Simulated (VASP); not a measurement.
A run of VASP 6.6.1 is set up as follows.

Contents of INCAR:

```
SYSTEM = Os
PREC = Accurate
ENCUT = 600
EDIFF = 1E-6
ISMEAR = -1
SIGMA = 0.05
LREAL = .FALSE.
LASPH = .TRUE.
NELM = 80
ALGO = Normal
ISIF = 3
LWAVE = .FALSE.
LCHARG = .FALSE.
GGA = RE
IBRION = 2
NSW = 80
EDIFFG = -0.005
```

KPOINTS

```
regular mesh
0
G
  11 11 6
  0 0 0
```

Contents of POSCAR:

```
Os
1.0
    2.7341000000      0.0000000000      0.0000000000
   -1.3670500000      2.3678000565      0.0000000000
    0.0000000000      0.0000000000      4.3197000000
Os
2
Direct
    0.6666666667      0.3333333333      0.7500000000
    0.3333333333      0.6666666667      0.2500000000
```

Potentials or basis: VASP PAW PBE potentials, release 64 (Os).

Run with:

```console
$ cat potpaw_PBE.64/Os/POTCAR > POTCAR
$ mpirun -np 1 vasp_std > vasp.out
```

(1) What does it give for the relaxed volume?

(2) Predict the space group after relaxing (to 0.1 Å).

(3) What does it give for the relaxed cell?

(4) What does it give for the band gap on the k mesh?

Results:

(1) 14.38 Å³/atom.

(2) P6_3/mmc (No. 194).

(3) a = 2.760 Å, b = 2.760 Å, c = 4.358 Å, α = 90.00°, β = 90.00°, γ = 120.00°.

(4) zero (bands 8 and 9 overlap by 3.72 eV).

Caveat: the PAW data sets were made with another functional, which shifts forces and pressure a little; spin-orbit coupling is left out, which moves the levels of the heavy elements.
